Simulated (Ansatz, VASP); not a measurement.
**One calculation of ZnS, two programs**

The input INCAR:

```
PREC     = Accurate       # precision mode
ENCUT    = 500            # plane-wave cutoff, eV
EDIFF    = 1E-6           # SCF threshold, eV
ISMEAR   = 0              # smearing method
SIGMA    = 0.01           # smearing width, eV
LREAL    = F              # projectors in reciprocal space
LASPH    = T              # aspherical terms in the spheres
NELM     = 120            # most SCF steps
ALGO     = Normal         # electronic algorithm
ISIF     = 2              # what is computed and relaxed
LWAVE    = F              # write WAVECAR
LCHARG   = F              # write CHGCAR
GGA      = PS             # functional
NBANDS   = 16             # bands
GGA_COMPAT= F
```

Contents of KPOINTS:

```
regular mesh
0
Gamma
  8 8 8
```

File POSCAR:

```
ZnS
1.0
    2.6777696014      2.6777696014      0.0000000000
   -2.6777696014      2.6777696014      0.0000000000
    0.0000000000      2.6777696014      2.6777696014
Zn S
1 1
Direct
    0.7500000000      0.2500000000      0.5000000000
    0.0000000000      0.0000000000      0.0000000000
```

Input for Ansatz:

```yaml
crystal:
  lattice:
    - [2.67776960145, 2.67776960145, 0.0]
    - [-2.67776960145, 2.67776960145, 0.0]
    - [0.0, 2.67776960145, 2.67776960145]
  atoms:
    - { symbol: Zn, position: [0.75, 0.25, 0.5] }
    - { symbol: S, position: [0.0, 0.0, 0.0] }
kpoints:
  mp_grid: { grid: [8, 8, 8] }
scf:
  occupations: { method: fixed }
hamiltonian:
  xc: pbesol
  pseudopotentials: { kind: all_electron, lapw: { basis_error: 0.001 } }
output:
  forces: true
  stress: true
  eigenvalues: true
  eigenstates:
    nscf_kmesh: { grid: [12, 12, 12] }
    de_dk: true
    e_range: [-9, 12.08787410536]
checkpoint:
  write: ck
  write_wavefunctions: false
```

Alike in both runs: task single point; functional PBEsol; k mesh 8 × 8 × 8; no spin polarisation.

|  | VASP | Ansatz |
| --- | --- | --- |
| version | VASP 6.6.1 | Ansatz 0.2.0 |
| potentials or method | VASP PAW PBE potentials, release 64 (Zn, S), cutoff 500 eV | all-electron LAPW, scalar-relativistic |
| occupations | gaussian, width 0.01 eV | fixed |

```csv
,VASP,Ansatz,Ansatz less VASP
gap on the k mesh at the Fermi level (eV),2.09,2.09,-0.003
pressure (GPa),0.2,0.0,-0.18
```

VASP's potentials were made for PBE, not for PBEsol. Ansatz ran all-electron here, and VASP with PAW potentials.
